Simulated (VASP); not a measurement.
# BaTiO3 in VASP: settings compared, part 2 of 2

VASP 6.6.1.

## 4. Single point, r2SCAN, non-collinear spin, zero start, spin-orbit coupling (epitaxial xy strain +3.0%)

Input file POSCAR:

```
BaTiO3
1.0
    4.1139194160      0.0000000000      0.0000000000
    0.0000000000      4.1139194160      0.0000000000
    0.0000000000      0.0000000000      3.9158428708
Ba Ti O
1 1 3
Direct
    0.0000000000      0.0000000000      0.0000000000
    0.5000000000      0.5000000000      0.5000000000
    0.5000000000      0.5000000000      0.0000000000
    0.5000000000      0.0000000000      0.5000000000
    0.0000000000      0.5000000000      0.5000000000
```

Input file INCAR.step1:

```
SYSTEM = BaTiO3
PREC = Accurate
ENCUT = 520
ISMEAR = 0
SIGMA = 0.01
LREAL = .False.
LASPH = .True.
NELM = 150
MAGMOM = 0 0 0 0 0 0 0 0 0 0 0 0 0 0 0
LSORBIT = .True.
GGA_COMPAT = .False.
LMAXMIX = 4
NBANDS = 55
GGA = PE
ALGO = Normal
EDIFF = 1E-4
LWAVE = .True.
LCHARG = .False.
```

Input file INCAR.step2:

```
SYSTEM = BaTiO3
PREC = Accurate
ENCUT = 520
EDIFF = 1E-6
ISMEAR = 0
SIGMA = 0.01
LREAL = .False.
LASPH = .True.
NELM = 150
ALGO = Normal
ISIF = 2
LWAVE = .False.
LCHARG = .False.
MAGMOM = 0 0 0 0 0 0 0 0 0 0 0 0 0 0 0
LORBIT = 11
LSORBIT = .True.
GGA_COMPAT = .False.
LORBMOM = .True.
LMAXMIX = 4
METAGGA = R2SCAN
LMIXTAU = .True.
NBANDS = 55
ISTART = 1
```

Input file KPOINTS:

```
regular mesh
0
Gamma
  6 6 6
  0 0 0
```

Potentials or basis: VASP PAW PBE potentials, release 64 (Ba_sv, Ti_sv, O).

Run with:

```sh
> cat potpaw_PBE.64/Ba_sv/POTCAR potpaw_PBE.64/Ti_sv/POTCAR potpaw_PBE.64/O/POTCAR > POTCAR
> cp INCAR.step1 INCAR
> mpirun -np 1 vasp_ncl > vasp.out
> cp INCAR.step2 INCAR
> mpirun -np 1 vasp_ncl > vasp.out
```

OUTCAR:

```text
SYSTEM = BaTiO3
   PREC = Accurate
   ENCUT = 520
   EDIFF = 1E-6
   ISMEAR = 0
   LREAL = .False.
   LASPH = .True.
   NELM = 150
   ISIF = 2
   LORBIT = 11
   LSORBIT = .True.
   METAGGA = R2SCAN
   ISTART = 1

 ion  position               nearest neighbor table
   1  0.000  0.000  0.000-   4 2.84   5 2.84   4 2.84   5 2.84   5 2.84   5 2.84   4 2.84   4 2.84
                             3 2.91   3 2.91   3 2.91   3 2.91   2 3.51   2 3.51   2 3.51   2 3.51
   2  0.500  0.500  0.500-   3 1.96   3 1.96   5 2.06   4 2.06   4 2.06   5 2.06   1 3.51   1 3.51
                             1 3.51   1 3.51   1 3.51   1 3.51   1 3.51   1 3.51
   3  0.500  0.500  0.000-   2 1.96   2 1.96   1 2.91   1 2.91   1 2.91   1 2.91
   4  0.500  0.000  0.500-   2 2.06   2 2.06   1 2.84   1 2.84   1 2.84   1 2.84
   5  0.000  0.500  0.500-   2 2.06   2 2.06   1 2.84   1 2.84   1 2.84   1 2.84

  LATTYP: Found a simple tetragonal cell.
 ALAT       =     4.1139194160
 C/A-ratio  =     0.9518521086

  Lattice vectors:

 A1 = (   4.1139194160,   0.0000000000,   0.0000000000)
 A2 = (   0.0000000000,   4.1139194160,   0.0000000000)
 A3 = (   0.0000000000,   0.0000000000,   3.9158428708)
[... 1615 lines left out ...]
     0.0000000     0.0000000     0.0000000     0.0000000     0.0000000     0.0000000     0.0000000
     0.0000000     0.0000000     0.0000000     0.0000000     0.0000000     0.0000000     0.0000000
[... 69 lines left out ...]
 l=   2
     0.0000000     0.0000000     0.0000000     0.0000000     0.0000000
     0.0000000     0.0000000     0.0000000     0.0000000     0.0000000
     0.0000000     0.0000000     0.0000000     0.0000000     0.0000000
     0.0000000     0.0000000     0.0000000     0.0000000     0.0000000
     0.0000000     0.0000000     0.0000000     0.0000000     0.0000000
 l=   3
     0.0000000     0.0000000     0.0000000     0.0000000     0.0000000     0.0000000     0.0000000
     0.0000000     0.0000000     0.0000000     0.0000000     0.0000000     0.0000000     0.0000000
     0.0000000     0.0000000     0.0000000     0.0000000     0.0000000     0.0000000     0.0000000
     0.0000000     0.0000000     0.0000000     0.0000000     0.0000000     0.0000000     0.0000000
     0.0000000     0.0000000     0.0000000     0.0000000     0.0000000     0.0000000     0.0000000
     0.0000000     0.0000000     0.0000000     0.0000000     0.0000000     0.0000000     0.0000000
     0.0000000     0.0000000     0.0000000     0.0000000     0.0000000     0.0000000     0.0000000

 total charge

# of ion       s       p       d       tot
------------------------------------------
    1        2.016   5.663   0.286   7.965
    2        2.197   6.251   1.602  10.051
    3        1.571   3.500   0.000   5.071
    4        1.564   3.474   0.000   5.039
    5        1.564   3.474   0.000   5.039
--------------------------------------------------
tot          8.913  22.363   1.888  33.163

 magnetization (x)

# of ion       s       p       d       tot
------------------------------------------
    1        0.000   0.000   0.000   0.000
    2        0.000   0.000   0.000   0.000
    3        0.000   0.000   0.000   0.000
    4       -0.000  -0.000   0.000  -0.000
    5        0.000  -0.000   0.000  -0.000
--------------------------------------------------
tot          0.000   0.000   0.000   0.000

 magnetization (y)

# of ion       s       p       d       tot
------------------------------------------
    1        0.000   0.000  -0.000   0.000
    2       -0.000   0.000   0.000  -0.000
    3        0.000   0.000   0.000   0.000
    4        0.000   0.000   0.000   0.000
    5       -0.000   0.000   0.000  -0.000
--------------------------------------------------
tot          0.000   0.000  -0.000   0.000

 magnetization (z)

# of ion       s       p       d       tot
------------------------------------------
    1        0.000  -0.000   0.000  -0.000
    2       -0.000  -0.000   0.000  -0.000
    3        0.000  -0.000   0.000  -0.000
    4       -0.000  -0.000   0.000  -0.000
    5       -0.000   0.000   0.000   0.000
--------------------------------------------------
tot         -0.000  -0.000   0.000  -0.000
```

Wall time 43 min (1 thread of Oxide Virtual Turin-like, shared host); peak memory 0.46 GiB.

What came out:

```
Free energy                                           : -74.3336 eV
Pressure                                              : -4.2 GPa
Net moment                                            : 0.00 μB per cell
Valence electrons inside the program's atomic spheres : Ba 7.96; Ti 10.05; O 5.07, 5.04 (each value once)
```

Moments on the atoms (μB; x, y, z):
```
Ba  0.00 0.00 0.00
Ti  0.00 0.00 0.00
O   0.00 0.00 0.00
O   0.00 0.00 0.00
O   0.00 0.00 0.00
```

Caveat: the cell differs from its parent crystal (epitaxial xy strain +3.0%); the cell stands under tension; the PAW data sets were made with another functional, which shifts forces and pressure a little.

## 5. The runs side by side

| level | spin | cell | k mesh | grid for exact exchange (PRECFOCK) | share of exact exchange | screening parameter | gap on the mesh (eV) | pressure (GPa) |
| --- | --- | --- | --- | --- | --- | --- | --- | --- |
| HSE06 | off | a = 3.954, b = 3.954, c = 4.024 Å, 5 atoms | 4 × 4 × 4 | Fast | 0.25 | 0.2079 1/Å | 3.14 | 1.9 |
| HSE06 | off | a = 3.994 Å, 5 atoms | 4 × 4 × 4 | Fast | 0.25 | 0.2079 1/Å | 3.14 | -0.6 |
| r2SCAN | non-collinear, zero start, SOC | a = 4.114, b = 4.114, c = 3.916 Å, 5 atoms | 6 × 6 × 6 | - | - | - | - | -4.2 |

Alike in all rows: task single point; potentials or basis VASP PAW PBE potentials, release 64 (Ba_sv, Ti_sv, O); cutoff (eV) 520; smearing gaussian 0.01 eV.

Caveats: the PAW data sets were made with another functional, which shifts forces and pressure a little; spin-orbit coupling is left out, which moves the levels of the heavy elements (at least some runs); the cell stands under tension (at least some runs).

Absolute energies hang on the potentials; compare differences alone.
